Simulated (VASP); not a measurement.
Ta4N3, 7 atoms in the cell. Symmetry: I4/mmm, No. 139, tetragonal system. Conventional cell: a = 4.357 Å, b = 4.357 Å, c = 8.545 Å, α = 90.00°, β = 90.00°, γ = 90.00°. Within 2.8 Å of Ta (site symmetry mmm) lie 4 N at 2.14 to 2.18 Å. Within 3.2 Å of Ta (site symmetry 4mm) lie 5 N at 2.18 to 2.23 Å and 12 Ta at 2.99 to 3.12 Å. Within 2.8 Å of N (site symmetry -4m2) lie 6 Ta at 2.14 to 2.18 Å. Within 2.9 Å of N (site symmetry 4/mmm) lie 6 Ta at 2.18 to 2.23 Å. 

* Program: VASP 6.6.1
* Task: single point
* Functional: PBEsol
* Potentials or basis: VASP PAW PBE potentials, release 64 (Ta_pv, N)
* Cutoff: 520 eV
* k mesh: 12 × 12 × 12
* Occupations: gaussian, width 0.1 eV
* Spin: no spin polarisation
* Dipole correction: no
* Further INCAR settings: ALGO = Fast; EDIFF = 1e-07; NBANDS = 38

Potentials or basis: VASP PAW PBE potentials, release 64 (Ta_pv, N).

Run with:

```console
$ cat potpaw_PBE.64/Ta_pv/POTCAR potpaw_PBE.64/N/POTCAR > POTCAR
$ mpirun -np 1 vasp_std > vasp.out
```

Hardware: 1 thread of Oxide Virtual Turin-like Processor, with other jobs on the host.

Task: How long does it take, and how much memory?

Result: It took 13 min on 1 thread of Oxide Virtual Turin-like Processor, with other jobs on the host, peak memory 0.48 GiB. Counts: scf iterations 18, k points 163.
